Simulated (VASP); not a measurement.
# Ir4Pt3: relaxation of cell and atoms with PBE

Ir4Pt3:

```
Ir Pt
1.0
    -3.07850    3.07850    3.07850
     3.07850   -3.07850    3.07850
     3.07850    3.07850   -3.07850
Ir Pt
4 3
Direct
  0.50000 0.50000 0.50000
  0.00000 0.00000 0.50000
  0.00000 0.50000 0.00000
  0.50000 0.00000 0.00000
  0.00000 0.50000 0.50000
  0.50000 0.00000 0.50000
  0.50000 0.50000 0.00000
```

The cell was generated, and may not be a known phase.

```
Program                : VASP 6.6.1
Task                   : relaxation of cell and atoms
Functional             : PBE
Potentials or basis    : VASP PAW PBE potentials, release 64 (Ir, Pt)
Cutoff                 : 500 eV
k mesh                 : 8 × 8 × 8
Occupations            : gaussian, width 0.1 eV
Spin                   : no spin polarisation
Dipole correction      : no
Further INCAR settings : ALGO = Normal; EDIFF = 1e-07; IBRION = 2; EDIFFG = -0.01; NSW = 100; ISIF = 3
```

The relaxed volume is 16.60 Å³/atom, the relaxed cell is a = 5.324 Å, b = 5.324 Å, c = 5.324 Å, α = 109.47°, β = 109.47°, γ = 109.47° and the space group after relaxing (to 0.1 Å) is Im-3m (No. 229). The energy gained by relaxing is 0.3 meV/atom. The ionic steps are 3, the pressure after relaxing is 0.0 GPa and the band gap on the k mesh is zero (bands 33 and 34 overlap by 1.18 eV).

The path:
| step | energy change (eV) | largest force (eV/Å) | pressure (GPa) | volume (Å³) |
| --- | --- | --- | --- | --- |
| 1 | 0.0000 | 0.0000 | -1.09 | 116.70 |
| 2 | 0.0117 | 0.0000 | 3.15 | 114.79 |
| 3 | -0.0018 | 0.0000 | 0.01 | 116.19 |

Final structure:
```yaml
crystal:
  lattice:
    - [-3.07397, 3.07397, 3.07397]
    - [3.07397, -3.07397, 3.07397]
    - [3.07397, 3.07397, -3.07397]
  atoms:
    - { symbol: Ir, position: [0.50000, 0.50000, 0.50000] }
    - { symbol: Ir, position: [0.00000, 0.00000, 0.50000] }
    - { symbol: Ir, position: [0.00000, 0.50000, 0.00000] }
    - { symbol: Ir, position: [0.50000, 0.00000, 0.00000] }
    - { symbol: Pt, position: [0.00000, 0.50000, 0.50000] }
    - { symbol: Pt, position: [0.50000, 0.00000, 0.50000] }
    - { symbol: Pt, position: [0.50000, 0.50000, 0.00000] }
```

Levels at points of the mesh, in eV from the Fermi level:
```
           k point  band 31  band 32  band 33  band 34  band 35  band 36  band 37  band 38
(0.00, 0.00, 0.00)     0.38     0.38     0.38     1.46     1.46     1.46     1.60     1.60
(0.50, 0.00, 0.00)    -0.70    -0.68    -0.63    -0.45     0.40     0.77     1.56     3.01
(0.50, 0.50, 0.50)    -1.00    -1.00    -0.41    -0.41    -0.33     0.49     0.49     1.12
```

Wall time 8 min on 1 thread of Oxide Virtual Turin-like Processor (shared host), peak memory 0.29 GiB.

Caveat: spin-orbit coupling is left out, which moves the levels of the heavy elements.
